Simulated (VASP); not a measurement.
**AlRu: single point with RPBE+D3(BJ)**

Crystal: AlRu.

```
Ru Al
1.0
     2.86850    0.00000    0.00000
     0.00000    2.86850    0.00000
     0.00000    0.00000    2.86850
Ru Al
1 1
Direct
  0.50000 0.50000 0.50000
  0.00000 0.00000 0.00000
```

```yaml
Program: VASP 6.6.1
Task: single point
Functional: RPBE
Dispersion: D3(BJ)
Potentials_or_basis: VASP PAW PBE potentials, release 64 (Ru_pv, Al)
Cutoff: 520 eV
k_mesh: 9 × 9 × 9
Occupations: fermi-dirac, width 0.05 eV
Spin: no spin polarisation
```

| Quantity | Value |
| --- | --- |
| Pressure | -0.2 GPa |
| Band gap on the k mesh | zero (an odd number of electrons rules out a gap without spin polarisation) |
| Dispersion energy per atom | -3.169 eV |

Levels at points of the mesh, in eV from the Fermi level:
```csv
k point,band 6,band 7,band 8,band 9,band 10,band 11,band 12,band 13
"(0.00, 0.00, 0.00)",-4.23,0.29,0.29,0.29,6.86,6.86,6.86,11.80
```

Wall time 15 s on 1 thread of Intel Xeon 8259CL, on a shared host, peak memory 0.15 GiB.

Caveat: the PAW data sets were made with another functional, which shifts forces and pressure a little.
